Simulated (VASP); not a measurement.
Au, 2 atoms in the cell. The structure is hexagonal, space group P6_3/mmc (No. 194). Conventional cell: a = 2.917 Å, b = 2.917 Å, c = 4.890 Å, α = 90.00°, β = 90.00°, γ = 120.00°. Within 3.8 Å of Au (site symmetry -6m2) lie 12 Au at 2.92 to 2.97 Å. This isn't the form of Au at room conditions, which is fcc.

```yaml
Program: VASP 6.6.1
Task: single point
Functional: PBE
Potentials_or_basis: VASP PAW PBE potentials, release 64 (Au)
Cutoff: 500 eV
k_mesh: 18 × 18 × 10
Occupations: gaussian, width 0.1 eV
Spin: no spin polarisation
Dipole_correction: no
Further_INCAR_settings: ALGO = Normal; EDIFF = 1e-06; NBANDS = 18
```

Potentials or basis: VASP PAW PBE potentials, release 64 (Au).

The run is started by

```bash
$ cat potpaw_PBE.64/Au/POTCAR > POTCAR
$ mpirun -np 1 vasp_std > vasp.out
```

Hardware: 1 thread of Intel(R) Xeon(R) Platinum 8259CL CPU @ 2.50GHz (Skylake/Cascade Lake), with other jobs on the host.

Task: Estimate the wall time of this run.

Result: It took 100 s on 1 thread of Intel(R) Xeon(R) Platinum 8259CL CPU @ 2.50GHz (Skylake/Cascade Lake), on a shared host, peak memory 0.24 GiB. Counts: scf iterations 11, k points 222.
